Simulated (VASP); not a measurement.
# Na3Cl (P4/mmm) in VASP: further runs

Runs on Na3Cl. Level: PBEsol. Tasks: single point.

Program: VASP 6.6.1. These are calculated values, not measurements. Logs are shortened: lines on timing, memory, paths and dates and some standing lists are left out, and cuts for length are marked.

## Step 1: The cell of the first run

It takes space group P4/mmm (No. 123, tetragonal). The conventional cell has a = 3.510 Å, b = 3.510 Å, c = 9.550 Å, α = 90.00°, β = 90.00°, γ = 90.00°. Within 3.9 Å of Cl (site symmetry 4/mmm) lie 8 Na at 2.99 Å and 4 Cl at 3.51 Å. Within 4.0 Å of Na (site symmetry 4mm) lie 4 Cl at 2.99 Å and 9 Na at 3.33 to 3.98 Å. Within 5.0 Å of Na (site symmetry 4/mmm) lie 16 Na at 3.51 to 4.96 Å and 2 Cl at 4.77 Å.

## Step 2: Single point, PBEsol (29.41 Å³/atom)

The input, INCAR:

```
SYSTEM = Na3Cl
PREC     = Accurate       ! precision mode
ENCUT    = 520            ! plane-wave cutoff, eV
EDIFF    = 1E-6           ! SCF threshold, eV
ISMEAR   = -1             ! smearing method
SIGMA    = 0.05           ! smearing width, eV
LREAL    = .FALSE.        ! projectors in reciprocal space
LASPH    = .TRUE.         ! aspherical terms in the spheres
NELM     = 100            ! most SCF steps
ALGO     = Normal         ! electronic algorithm
ISIF     = 2              ! what is computed and relaxed
LWAVE    = .FALSE.        ! write WAVECAR
LCHARG   = .FALSE.        ! write CHGCAR
GGA      = PS             ! functional
NBANDS   = 22             ! bands
```

The input, KPOINTS:

```
Automatic mesh
0
G
  8 8 3
  0 0 0
```

The input, POSCAR:

```
Na3Cl
1.0
    3.5095058729      0.0000000000      0.0000000000
    0.0000000000      3.5095058729      0.0000000000
    0.0000000000      0.0000000000      9.5497946453
Cl Na
1 3
Direct
    0.0000000000      0.0000000000      0.0000000000
    0.5000000000      0.5000000000      0.1743329800
    0.5000000000      0.5000000000      0.8256670200
    0.0000000000      0.0000000000      0.5000000000
```

Potentials or basis: VASP PAW PBE potentials, release 64 (Cl, Na_pv).

Command:

```
$ cat potpaw_PBE.64/Cl/POTCAR potpaw_PBE.64/Na_pv/POTCAR > POTCAR
$ mpirun -np 1 vasp_std > vasp.out
```

OUTCAR:

```text
SYSTEM = Na3Cl
   PREC = Accurate
   ENCUT = 520
   EDIFF = 1E-6
   ISMEAR = -1
   LREAL = .FALSE.
   LASPH = .TRUE.
   NELM = 100
   ISIF = 2
   GGA = PS

 ion  position               nearest neighbor table
   1  0.000  0.000  0.000-
   2  0.500  0.500  0.174-
   3  0.500  0.500  0.826-
   4  0.000  0.000  0.500-

  LATTYP: Found a simple tetragonal cell.
 ALAT       =     3.5095058729
 C/A-ratio  =     2.7211222865

  Lattice vectors:

 A1 = (   3.5095058729,   0.0000000000,   0.0000000000)
 A2 = (   0.0000000000,   3.5095058729,   0.0000000000)
 A3 = (   0.0000000000,   0.0000000000,   9.5497946453)

Analysis of symmetry for initial positions (statically):
=====================================================================
 Subroutine PRICEL returns:
 Original cell was already a primitive cell.

 Routine SETGRP: Setting up the symmetry group for a
 simple tetragonal supercell.

 Subroutine GETGRP returns: Found 16 space group operations
 (whereof 16 operations were pure point group operations)
 out of a pool of 16 trial point group operations.

The static configuration has the point symmetry D_4h.

Analysis of symmetry for dynamics (positions and initial velocities):
=====================================================================
 Subroutine PRICEL returns:
 Original cell was already a primitive cell.

 Routine SETGRP: Setting up the symmetry group for a
 simple tetragonal supercell.

 Subroutine GETGRP returns: Found 16 space group operations
 (whereof 16 operations were pure point group operations)
 out of a pool of 16 trial point group operations.

The dynamic configuration has the point symmetry D_4h.

 Subroutine INISYM returns: Found 16 space group operations
 (whereof 16 operations are pure point group operations),
 and found     1 'primitive' translations

----------------------------------------------------------------------------------------

                                     Primitive cell

  volume of cell :     117.6213

  direct lattice vectors                    reciprocal lattice vectors
     3.509505873  0.000000000  0.000000000     0.284940398  0.000000000  0.000000000
     0.000000000  3.509505873  0.000000000     0.000000000  0.284940398  0.000000000
     0.000000000  0.000000000  9.549794645     0.000000000  0.000000000  0.104714294

  length of vectors
     3.509505873  3.509505873  9.549794645     0.284940398  0.284940398  0.104714294

  position of ions in fractional coordinates (direct lattice)
     0.000000000  0.000000000  0.000000000
     0.500000000  0.500000000  0.174332980
     0.500000000  0.500000000  0.825667020
     0.000000000  0.000000000  0.500000000

  ion indices of the primitive-cell ions
   primitive index   ion index
                 1           1
                 2           2
                 3           3
                 4           4

----------------------------------------------------------------------------------------

 KPOINTS: Automatic mesh

Automatic generation of k-mesh.
 Grid dimensions read from file:
 generate k-points for:    8    8    3

 Generating k-lattice:

  Cartesian coordinates                     Fractional coordinates (reciprocal lattice)
     0.035617550  0.000000000  0.000000000     0.125000000  0.000000000  0.000000000
     0.000000000  0.035617550  0.000000000     0.000000000  0.125000000  0.000000000
     0.000000000  0.000000000  0.034904765     0.000000000  0.000000000  0.333333333

  Length of vectors
     0.035617550  0.035617550  0.034904765

  Shift w.r.t. Gamma in fractional coordinates (k-lattice)
     0.000000000  0.000000000  0.000000000

 Subroutine IBZKPT returns following result:
 ===========================================

 Found     30 irreducible k-points:

 Following reciprocal coordinates:
            Coordinates               Weight
  0.000000  0.000000  0.000000      1.000000
  0.125000  0.000000  0.000000      4.000000
  0.250000  0.000000  0.000000      4.000000
  0.375000  0.000000  0.000000      4.000000
  0.500000  0.000000  0.000000      2.000000
  0.125000  0.125000  0.000000      4.000000
[... 16 lines left out ...]
  0.375000  0.125000  0.333333     16.000000
  0.500000  0.125000  0.333333      8.000000
 [... further k-points ...]
   k-points           NKPTS =     30   k-points in BZ     NKDIM =     30   number of bands    NBANDS=     22
   number of dos      NEDOS =    301   number of ions     NIONS =      4
   total plane-waves  NPLWV =  56448
   dimension x,y,z NGX =    28 NGY =   28 NGZ =   72
   dimension x,y,z NGXF=    56 NGYF=   56 NGZF=  144
   ions per type =               1   3
   NGX,Y,Z   is equivalent  to a cutoff of  13.26, 13.26, 12.53 a.u.
   NGXF,Y,Z  is equivalent  to a cutoff of  26.53, 26.53, 25.07 a.u.
 SYSTEM =  Na3Cl
   PREC   = accura    normal or accurate (medium, high low for compatibility)
   ISTART =      0    job   : 0-new  1-cont  2-samecut
   ICHARG =      2    charge: 1-file 2-atom 10-const
   ISPIN  =      1    spin polarized calculation?
   LNONCOLLINEAR =      F non collinear calculations
   LSORBIT =      F    spin-orbit coupling
   LASPH  =      T    aspherical Exc in radial PAW
   ENCUT  =  520.0 eV  38.22 Ry    6.18 a.u.   6.53  6.53 17.76*2*pi/ulx,y,z
   NELM   =    100;   NELMIN=  2; NELMDL= -5     # of ELM steps
   EDIFF  = 0.1E-05   stopping-criterion for ELM
   LREAL  =      F    real-space projection
   EDIFFG = 0.1E-04   stopping-criterion for IOM
   NSW    =      0    number of steps for IOM
   IBRION =     -1    ionic relax: 0-MD 1-quasi-New 2-CG
   NFREE  =      0    steps in history (QN), initial steepest desc. (CG)
   ISIF   =      2    stress and relaxation
   ISYM   =      2    0-nonsym 1-usesym 2-fastsym
   POTIM  = 0.5000    time-step for ionic-motion
   TEBEG  =    0.0;   TEEND  =   0.0 temperature during run
   PSTRESS=    0.0 pullay stress
   NELECT =      28.0000    total number of electrons
   NUPDOWN=      -1.0000    fix difference up-down
   EMIN   =  10.00;   EMAX   =-10.00  energy-range for DOS
   EFERMI =   0.00;   METHOD = LEGACY
   ISMEAR =    -1;   SIGMA  =   0.05  broadening in eV -4-tet -1-fermi 0-gaus
   EFERMI_NEDOS =   21; number of points for ismear=-14 and -15
   IALGO  =     38    algorithm
   IMIX   =      4    mixing-type and parameters
     AMIX     =   0.40;   BMIX     =  1.00
     AMIX_MAG =   1.60;   BMIX_MAG =  1.00
  volume/ion in A,a.u.               =      29.41       198.44
  Fermi-wavevector in a.u.,A,eV,Ry     =   1.014609  1.917334 14.006274  1.029432
  Thomas-Fermi vector in A             =   2.147847
   LORBIT       =      0    0 simple, 1 ext, 2 COOP (PROOUT), +10 PAW based schemes
   GGA     = PS    functional components
   LHFCALC =     F    Hartree Fock is set to
   AEXX    =    0.0000 exact exchange contribution
   IVDW    =     0    specifies the selected vdW correction
   LEPSILON=     F    determine dielectric tensor
   LRPA    =     F    only Hartree local field effects (RPA)
 non-spin polarized calculation
  energy-cutoff  :      520.00
  volume of cell :      117.62
 maximum number of plane-waves:      3220
 NGX is ok and might be reduce to    28
   NGX = 13   NGY = 13   NGZ = 35

 number of electron      27.9999970 magnetization

 Free energy of the ion-electron system (eV)
  ---------------------------------------------------
  ext. energy  EPLUGINS =         0.00000000
  ---------------------------------------------------
  free energy    TOTEN  =        -9.32149513 eV

  energy without entropy =       -9.31604204  energy(sigma->0) =       -9.31876858

 E-fermi :   1.7357     XC(G=0):  -7.2509

 val. band max:        1.6389864936   @ k =   0.2500   0.0000   0.0000
 cond. band min:       1.7892050955   @ k =   0.2500   0.1250   0.0000
 fundamental gap:      0.1502186019
 Fermi energy:         1.7356990756

 k-point     1 :       0.0000    0.0000    0.0000
  band No.  band energies     occupation
      1     -23.6232      2.00000
      2     -23.5987      2.00000
      3     -23.5987      2.00000
      4     -23.5954      2.00000
      5     -23.5954      2.00000
      6     -23.5889      2.00000
[... 14 lines left out ...]
     21      10.2892      0.00000
     22      10.3596      0.00000

 k-point     2 :       0.1250    0.0000    0.0000
  band No.  band energies     occupation
      1     -23.6222      2.00000
      2     -23.6045      2.00000
      3     -23.6007      2.00000
      4     -23.5982      2.00000
      5     -23.5949      2.00000
      6     -23.5883      2.00000
[... 14 lines left out ...]
     21       8.4372      0.00000
     22      10.3487      0.00000

 k-point     3 :       0.2500    0.0000    0.0000
  band No.  band energies     occupation
      1     -23.6215      2.00000
      2     -23.6169      2.00000
      3     -23.6135      2.00000
      4     -23.5969      2.00000
      5     -23.5938      2.00000
      6     -23.5870      2.00000
[... 14 lines left out ...]
     21       7.9361      0.00000
     22      10.2148      0.00000

 k-point     4 :       0.3750    0.0000    0.0000
  band No.  band energies     occupation
      1     -23.6333      2.00000
      2     -23.6264      2.00000
      3     -23.6167      2.00000
      4     -23.5957      2.00000
      5     -23.5926      2.00000
      6     -23.5856      2.00000
[... 14 lines left out ...]
     21       7.3238      0.00000
     22       9.6247      0.00000

 k-point     5 :       0.5000    0.0000    0.0000
  band No.  band energies     occupation
      1     -23.6390      2.00000
      2     -23.6316      2.00000
      3     -23.6158      2.00000
      4     -23.5952      2.00000
      5     -23.5922      2.00000
      6     -23.5851      2.00000
[... 14 lines left out ...]
     21       7.6903      0.00000
     22       8.9129      0.00000

 k-point     6 :       0.1250    0.1250    0.0000
  band No.  band energies     occupation
      1     -23.6213      2.00000
      2     -23.6043      2.00000
      3     -23.6034      2.00000
      4     -23.6005      2.00000
      5     -23.5999      2.00000
      6     -23.5878      2.00000
[... 14 lines left out ...]
     21       8.3556      0.00000
     22       9.0078      0.00000

 k-point     7 :       0.2500    0.1250    0.0000
  band No.  band energies     occupation
      1     -23.6206      2.00000
      2     -23.6162      2.00000
      3     -23.6129      2.00000
      4     -23.6024      2.00000
      5     -23.5989      2.00000
      6     -23.5865      2.00000
[... 324 lines left out ...]
      6     -23.5851      2.00000
[... 14 lines left out ...]
     21       7.7086      0.00000
     22       9.4498      0.00000

 k-point    21 :       0.1250    0.1250    0.3333
  band No.  band energies     occupation
      1     -23.6214      2.00000
      2     -23.6043      2.00000
      3     -23.6034      2.00000
      4     -23.6005      2.00000
      5     -23.5999      2.00000
      6     -23.5877      2.00000
[... 14 lines left out ...]
     21       8.5388      0.00000
     22       9.1019      0.00000

 k-point    22 :       0.2500    0.1250    0.3333
  band No.  band energies     occupation
      1     -23.6206      2.00000
      2     -23.6162      2.00000
      3     -23.6129      2.00000
      4     -23.6024      2.00000
      5     -23.5989      2.00000
      6     -23.5865      2.00000
[... 14 lines left out ...]
     21       8.1814      0.00000
     22       8.6717      0.00000

 k-point    23 :       0.3750    0.1250    0.3333
  band No.  band energies     occupation
      1     -23.6323      2.00000
      2     -23.6256      2.00000
      3     -23.6160      2.00000
      4     -23.6010      2.00000
      5     -23.5977      2.00000
      6     -23.5852      2.00000
[... 14 lines left out ...]
     21       8.1944      0.00000
     22       8.4691      0.00000

 k-point    24 :       0.5000    0.1250    0.3333
  band No.  band energies     occupation
      1     -23.6379      2.00000
      2     -23.6309      2.00000
      3     -23.6151      2.00000
      4     -23.6004      2.00000
      5     -23.5972      2.00000
      6     -23.5846      2.00000
[... 14 lines left out ...]
     21       7.6860      0.00000
     22       8.8708      0.00000

 [... further k-points ...]

------------------------ aborting loop because EDIFF is reached ----------------------------------------

  FORCE on cell =-STRESS in cart. coord.  units (eV):
  Direction    XX          YY          ZZ          XY          YZ          ZX
  --------------------------------------------------------------------------------------
  -------------------------------------------------------------------------------------
  Total       -0.1267302     -0.1267302     -0.1652158      0.0000000      0.0000000      0.0000000
  in kB       -1.7262544     -1.7262544     -2.2504851      0.0000000      0.0000000      0.0000000
  external PRESSURE =      -1.9009979 kB  Pullay stress =       0.0000000 kB

 VOLUME and BASIS-vectors are now :
 -----------------------------------------------------------------------------
  energy-cutoff  :      520.00
  volume of cell :      117.62
      direct lattice vectors                 reciprocal lattice vectors
     3.509505873  0.000000000  0.000000000     0.284940398  0.000000000  0.000000000
     0.000000000  3.509505873  0.000000000     0.000000000  0.284940398  0.000000000
     0.000000000  0.000000000  9.549794645     0.000000000  0.000000000  0.104714294

 POSITION                                       TOTAL-FORCE (eV/Angst)
 -----------------------------------------------------------------------------------
      0.00000      0.00000      0.00000        -0.000000     -0.000000      0.000000
      1.75475      1.75475      1.66484         0.000000     -0.000000      0.049112
      1.75475      1.75475      7.88495        -0.000000      0.000000     -0.049112
      0.00000      0.00000      4.77490        -0.000000     -0.000000      0.000000
 -----------------------------------------------------------------------------------
    total drift:                                0.000000      0.000000      0.000000

  FREE ENERGIE OF THE ION-ELECTRON SYSTEM (eV)
  ---------------------------------------------------
  free  energy   TOTEN  =        -9.3214951296 eV

  energy  without entropy=       -9.3160420380  energy(sigma->0) =       -9.31876858
```

It took 83 s on 1 thread of Intel Xeon 8259CL, shared host; peak memory 0.24 GiB.

Results:

```
Free energy            : -9.3215 eV
Pressure               : -0.2 GPa
Largest force          : 0.049 eV/Å
Band gap on the k mesh : zero (bands 14 and 15 overlap by 3.54 eV)
```

Forces on the atoms (eV/Å):
```
Cl   0.000  0.000  0.000
Na   0.000  0.000  0.049
Na   0.000  0.000 -0.049
Na   0.000  0.000  0.000
```

Levels at points of the mesh, in eV from the Fermi level:
| k point | band 11 | band 12 | band 13 | band 14 | band 15 | band 16 | band 17 | band 18 |
| --- | --- | --- | --- | --- | --- | --- | --- | --- |
| (0.00, 0.00, 0.00) | -5.91 | -4.26 | -4.26 | -2.80 | -0.65 | 0.62 | 3.28 | 5.14 |
| (0.50, 0.00, 0.00) | -6.53 | -5.29 | -4.02 | 0.25 | 0.29 | 1.17 | 2.01 | 3.67 |
| (0.50, 0.50, 0.00) | -5.97 | -5.97 | -4.91 | 2.14 | 2.96 | 2.96 | 3.23 | 3.23 |

Caveat: the PAW data sets were made with another functional, which shifts forces and pressure a little.

## Step 3: Single point, PBEsol (29.98 Å³/atom)

This run uses another cell than the first one, of 29.98 Å³/atom.

The input, INCAR:

```
SYSTEM = Na3Cl
ALGO = Normal
EDIFF = 1E-6
ENCUT = 520
GGA = PS
ISIF = 2
ISMEAR = -1
LASPH = .TRUE.
LCHARG = .FALSE.
LREAL = .FALSE.
LWAVE = .FALSE.
NBANDS = 22
NELM = 100
PREC = Accurate
SIGMA = 0.05
```

The input, KPOINTS:

```
k-points
0
G
  8 8 3
  0 0 0
```

The input, POSCAR:

```
Na3Cl
1.0
    3.5322955106      0.0000000000      0.0000000000
    0.0000000000      3.5322955106      0.0000000000
    0.0000000000      0.0000000000      9.6118080365
Cl Na
1 3
Direct
    0.0000000000      0.0000000000      0.0000000000
    0.5000000000      0.5000000000      0.1743329800
    0.5000000000      0.5000000000      0.8256670200
    0.0000000000      0.0000000000      0.5000000000
```

Potentials or basis: VASP PAW PBE potentials, release 64 (Cl, Na_pv).

Command:

```
$ cat potpaw_PBE.64/Cl/POTCAR potpaw_PBE.64/Na_pv/POTCAR > POTCAR
$ mpirun -np 1 vasp_std > vasp.out
```

It took 88 s on 1 thread of Intel Xeon 8259CL, shared host; peak memory 0.25 GiB.

Results (log left out):

```
Free energy            : -9.3175 eV
Pressure               : -0.4 GPa
Largest force          : 0.027 eV/Å
Band gap on the k mesh : zero (bands 14 and 15 overlap by 3.54 eV)
```

Forces on the atoms (eV/Å):
```
Cl   0.000  0.000  0.000
Na   0.000  0.000  0.027
Na   0.000  0.000 -0.027
Na   0.000  0.000  0.000
```

Levels at points of the mesh, in eV from the Fermi level:
```csv
k point,band 11,band 12,band 13,band 14,band 15,band 16,band 17,band 18
"(0.00, 0.00, 0.00)",-5.83,-4.23,-4.23,-2.77,-0.65,0.58,3.27,5.17
"(0.50, 0.00, 0.00)",-6.43,-5.22,-3.99,0.25,0.29,1.16,1.99,3.61
"(0.50, 0.50, 0.00)",-5.88,-5.88,-4.85,2.15,2.93,2.93,3.22,3.22
```

Caveat: the PAW data sets were made with another functional, which shifts forces and pressure a little.

The gap in the log of VASP goes by the Fermi energy; the results here count the filled bands.